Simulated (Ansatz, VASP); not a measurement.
**Si: VASP beside Ansatz**

The input INCAR:

```
  ALGO = Normal
  EDIFF = 1E-6
  ENCUT = 520
  GGA = CA
  ISIF = 2
  ISMEAR = 0
  LASPH = T
  LCHARG = F
  LREAL = F
  LWAVE = F
  NBANDS = 11
  NELM = 60
  PREC = Accurate
  SIGMA = 0.15
```

KPOINTS

```
k-points
0
Gamma
  20 20 20
```

Contents of POSCAR:

```
Si
1.0
   -2.2765174123      2.2765174123      1.2229241587
    2.2765174123     -2.2765174123      1.2229241587
    2.2765174123      2.2765174123     -1.2229241587
Si
2
Direct
    0.2500000000      0.7500000000      0.5000000000
    0.5000000000      0.5000000000      0.0000000000
```

Input for Ansatz:

```yaml
crystal:
  lattice:
    - [-2.2765174123, 2.2765174123, 1.2229241587]
    - [2.2765174123, -2.2765174123, 1.2229241587]
    - [2.2765174123, 2.2765174123, -1.2229241587]
  atoms:
    - { symbol: Si, position: [0.25, 0.75, 0.5] }
    - { symbol: Si, position: [0.5, 0.5, 0.0] }
basis:
  ecutwfc: 420
kpoints:
  mp_grid: { grid: [20, 20, 20] }
hamiltonian:
  xc: lda
scf:
  occupations: { method: gaussian, width: 0.15 }
output:
  forces: true
  stress: true
  eigenvalues: true
```

Change from the starting cell: strain -0.040 along x and y, -0.080 along z, atoms carried along.

Alike in both runs: task single point; functional LDA; k mesh 20 × 20 × 20; occupations gaussian, width 0.15 eV; no spin polarisation.

```csv
,VASP,Ansatz
version,VASP 6.6.1,Ansatz 0.2.0
potentials or method,"VASP PAW LDA potentials, release 64 (Si), cutoff 520 eV","scalar-relativistic, plane waves, PAW"
valence electrons in the cell,8,8
```

Ansatz gave:

| Item | Value |
| --- | --- |
| gap on the k mesh at the Fermi level (eV) | none |
| pressure (GPa) | 25.5 |
| traceless stress, the component that is largest in VASP (GPa) | 1.51 |

Task: What did VASP give for the same quantities?

Result: gap on the k mesh at the Fermi level (eV): none; pressure (GPa): 25.7; traceless stress, the component that is largest in VASP (GPa): 1.51.

LDA's correlation is that of Perdew and Zunger in VASP and of Perdew and Wang (1992) in Ansatz. A gap of «none» marks a metal or a gap that the smearing closes.
